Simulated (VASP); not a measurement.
Mo:

```
Mo
1.0
     1.72931    0.99842    3.20680
    -1.72931    0.99842    3.20680
     0.00000   -1.99684    3.20680
Mo
2
Direct
  0.22754 0.22754 0.22754
  0.77246 0.77246 0.77246
```

```yaml
Program: VASP 6.6.1
Task: relaxation of cell and atoms
Functional: PBEsol
Potentials_or_basis: VASP PAW PBE potentials, release 64 (Mo_sv)
Cutoff: 600 eV
k_mesh: 6 × 6 × 6
Occupations: gaussian, width 0.1 eV
Spin: no spin polarisation
```

At the start: pressure 21.3 GPa; volume 16.61 Å³/atom.

How do energy, volume and symmetry change on relaxing?

Over 17 steps the energy falls by 1203.9 meV/atom and the volume is 15.69 Å³/atom (-5.6 %); space group R-3m (No. 166, to 0.05 Å).

Step by step:
| step | energy change (eV) | largest force (eV/Å) | pressure (GPa) | volume (Å³) |
| --- | --- | --- | --- | --- |
| 1 | 0.0000 | 5.1968 | 21.31 | 33.22 |
| 2 | 0.4340 | 0.3117 | -34.14 | 44.98 |
| 3 | -0.7351 | 0.9952 | -14.54 | 37.35 |
| 4 | -0.7438 | 1.1997 | -12.34 | 36.96 |
| 5 | -1.5596 | 0.0022 | -4.36 | 33.43 |
| 6 | -1.7578 | 1.2472 | 9.45 | 31.49 |
| 7 | -2.1224 | 2.2564 | 5.73 | 31.68 |
| 8 | -2.1236 | 2.3474 | 5.87 | 31.68 |
| 9 | -2.3022 | 0.7543 | -10.53 | 33.09 |
| 10 | -2.3022 | 0.7774 | -10.34 | 33.07 |
| 11 | -2.4046 | 0.1202 | 0.80 | 31.26 |
| 12 | -2.4046 | 0.1265 | 0.73 | 31.28 |
| 13 | -2.4046 | 0.1381 | 0.52 | 31.31 |
| 14 | -2.4068 | 0.0818 | -0.10 | 31.38 |
| 15 | -2.4077 | 0.0261 | -0.56 | 31.44 |
| 16 | -2.4077 | 0.0045 | 0.66 | 31.30 |
| 17 | -2.4079 | 0.0159 | 0.03 | 31.37 |

Final structure:
```xyz
2
Lattice="1.4862 0.8581 4.1003 -1.4862 0.8581 4.1003 0.0000 -1.7161 4.1003" Properties=species:S:1:pos:R:3 pbc="T T T"
Mo    0.0000    0.0000    3.0768
Mo    0.0000    0.0000    9.2242
```

Caveat: the k points lie up to 0.42 Å⁻¹ apart in the final cell; the PAW data sets were made with another functional, which shifts forces and pressure a little.
